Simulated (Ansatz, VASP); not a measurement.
NaF in VASP and in Ansatz

```
Na F
1.0
     0.00000    2.34230    2.34230
     2.34230    0.00000    2.34230
     2.34230    2.34230    0.00000
Na F
1 1
Cartesian
  0.0000 0.0000 0.0000
  2.3423 2.3423 2.3423
```

Alike in both runs: task single point; functional r2SCAN; k mesh 8 × 8 × 8; no spin polarisation.

|  | VASP | Ansatz |
| --- | --- | --- |
| version | VASP 6.6.1 | Ansatz 0.2.0 |
| potentials or method | VASP PAW PBE potentials, release 64 (Na_sv, F) | plane waves, PAW |
| plane-wave cutoff (eV) | 1250 | 500 |
| occupations | gaussian, width 0.01 eV | fixed |
| valence electrons in the cell | 16 | 16 |

VASP gave:

| Property | Result |
| --- | --- |
| gap on the k mesh at the Fermi level (eV) | 6.95 |
| pressure (GPa) | -2.8 |

**Question.** Which values does Ansatz return?

**Answer.** gap on the k mesh at the Fermi level (eV): 6.96; pressure (GPa): -2.8.

VASP's potentials were made for PBE, not for r2SCAN.
